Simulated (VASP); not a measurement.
## Bi: single point with PBE+D3(BJ)

Bi:

```
CELL_PARAMETERS angstrom
-1.84680 2.14072 1.89089
1.84680 -2.14072 1.89089
1.84680 2.14072 -1.89089
ATOMIC_POSITIONS crystal
Bi 0.00000 0.00000 0.00000
```

This cell differs from its parent crystal: strain +e along x and -e along y -0.0750, strain +e along z and -e/2 along x and y -0.0350.

```
Program             : VASP 6.6.1
Task                : single point
Functional          : PBE
Dispersion          : D3(BJ)
Potentials or basis : VASP PAW PBE potentials, release 64 (Bi_d)
Cutoff              : 520 eV
k mesh              : 16 × 16 × 16
Occupations         : gaussian, width 0.15 eV
Spin                : no spin polarisation
```

- Pressure: 0.5 GPa
- Dispersion energy per atom: -0.527 eV

Stress tensor (GPa, compression positive):
```
 1.10  0.00  0.00
 0.00 -0.63  0.00
 0.00  0.00  1.16
```

Levels at points of the mesh, in eV from the Fermi level:
```
           k point  band 4  band 5  band 6  band 7  band 8  band 9  band 10  band 11
(0.00, 0.00, 0.00)  -22.98  -22.93  -13.82    5.16    5.30    5.57     9.49     9.61
(0.50, 0.00, 0.00)  -22.94  -22.86  -10.75   -5.44    2.38    4.30     6.92     8.64
(0.00, 0.50, 0.00)  -22.92  -22.84  -10.17   -5.09    0.89    2.21     5.13     6.46
(0.50, 0.50, 0.00)  -22.93  -22.86  -10.62   -5.39    2.10    3.93     6.59     8.23
(0.50, 0.50, 0.50)  -22.87  -22.86   -8.49   -3.23   -1.31   -0.87     3.25     4.15
```

Wall time 3.1 min on 1 thread of Intel(R) Xeon(R) Platinum 8488C (Sapphire Rapids), on a shared host, peak memory 0.35 GiB.

Caveat: the cell differs from its parent crystal (strain +e along x and -e along y -0.0750, strain +e along z and -e/2 along x and y -0.0350); spin-orbit coupling is left out, which moves the levels of the heavy elements; pairwise dispersion overbinds metals, which lowers pressure and volume.
